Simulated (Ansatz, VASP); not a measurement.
**Sn in VASP and in Ansatz**

Contents of INCAR:

```
PREC = Accurate
ENCUT = 520
EDIFF = 1E-7
ISMEAR = 0
SIGMA = 0.1
LREAL = False
LASPH = True
NELM = 60
ALGO = Fast
ISIF = 2
LWAVE = False
LCHARG = True
GGA = PE
LELF = True
LVHAR = True
NBANDS = 13
```

The input KPOINTS:

```
Automatic mesh
0
Gamma
  16 16 16
```

File POSCAR:

```
Sn
1.0
   -1.6558199626      1.6719083216      2.4326707163
    1.6558199626     -1.6719083216      2.4326707163
    1.6558199626      1.6719083216     -2.4326707163
Sn
1
Direct
    0.0000000000      0.0000000000      0.0000000000
```

Input for Ansatz:

```yaml
crystal:
  lattice:
    - [-1.6558199626, 1.6719083216, 2.4326707163]
    - [1.6558199626, -1.6719083216, 2.4326707163]
    - [1.6558199626, 1.6719083216, -2.4326707163]
  atoms:
    - { symbol: Sn, position: [0.0, 0.0, 0.0] }
basis:
  ecutwfc: 420
kpoints:
  mp_grid: { grid: [16, 16, 16] }
hamiltonian:
  xc: pbe
scf:
  occupations: { method: gaussian, width: 0.1 }
output:
  forces: true
  stress: true
  eigenvalues: true
```

Alike in both runs: task single point; functional PBE; k mesh 16 × 16 × 16; occupations gaussian, width 0.1 eV; no spin polarisation.

```csv
,VASP,Ansatz
version,VASP 6.6.1,Ansatz 0.2.0
potentials or method,"VASP PAW PBE potentials, release 64 (Sn_d), cutoff 520 eV","scalar-relativistic, plane waves, PAW"
valence electrons in the cell,14,14
```

|  | VASP | Ansatz | Ansatz less VASP |
| --- | --- | --- | --- |
| gap on the k mesh at the Fermi level (eV) | none | none | - |
| pressure (GPa) | 2.0 | 2.1 | +0.07 |
| traceless stress, the component that is largest in VASP (GPa) | -0.23 | -0.23 | 0.000 |

A gap of «none» marks a metal or a gap that the smearing closes.
